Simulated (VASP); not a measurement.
Wanted: the native input for a VASP 6.6.1 run.

| Quantity | Value |
| --- | --- |
| Task | single point |
| Functional | PBE |
| Potentials or basis | VASP PAW PBE potentials, release 64 (Hf_pv, O) |
| Cutoff | 520 eV |
| k mesh | 8 × 8 × 5 |
| Occupations | gaussian, width 0.015 eV |
| Spin | no spin polarisation |
| Dipole correction | no |
| Further INCAR settings | ALGO = Normal; EDIFF = 1e-06; NBANDS = 31 |

The structure of HfO2 lies in POSCAR:

```
HfO2
1.0
    3.5580193300      0.0000000000      0.0000000000
    0.0000000000      3.5580193300      0.0000000000
    0.0000000000      0.0000000000      5.1718612100
Hf O
2 4
Direct
    0.0000000000      0.0000000000      0.0000000000
    0.5000000000      0.5000000000      0.5000000000
    0.0000000000      0.5000000000      0.1972078800
    0.5000000000      0.0000000000      0.3027921200
    0.5000000000      0.0000000000      0.8027921200
    0.0000000000      0.5000000000      0.6972078800
```

The input as run:

INCAR

```
  ALGO = Normal
  EDIFF = 1E-6
  ENCUT = 520
  GGA = PE
  ISIF = 2
  ISMEAR = 0
  LASPH = True
  LCHARG = False
  LREAL = False
  LWAVE = False
  NBANDS = 31
  NELM = 80
  PREC = Accurate
  SIGMA = 0.015
```

KPOINTS

```
k-points
0
Gamma
  8 8 5
```

Potentials or basis: VASP PAW PBE potentials, release 64 (Hf_pv, O).

Command:

```console
$ cat potpaw_PBE.64/Hf_pv/POTCAR potpaw_PBE.64/O/POTCAR > POTCAR
$ mpirun -np 1 vasp_std > vasp.out
```

Results of the run:

```json
{"Pressure": "6.5 GPa", "Largest force": "0.099 eV/Å", "Band gap on the k mesh": "4.76 eV (least direct gap 4.83 eV)"}
```

Caveat: the cell stands under pressure; spin-orbit coupling is left out, which moves the levels of the heavy elements.

Wall time 2.7 min on 1 thread of Intel Xeon 8259CL (shared host), peak memory 0.22 GiB.
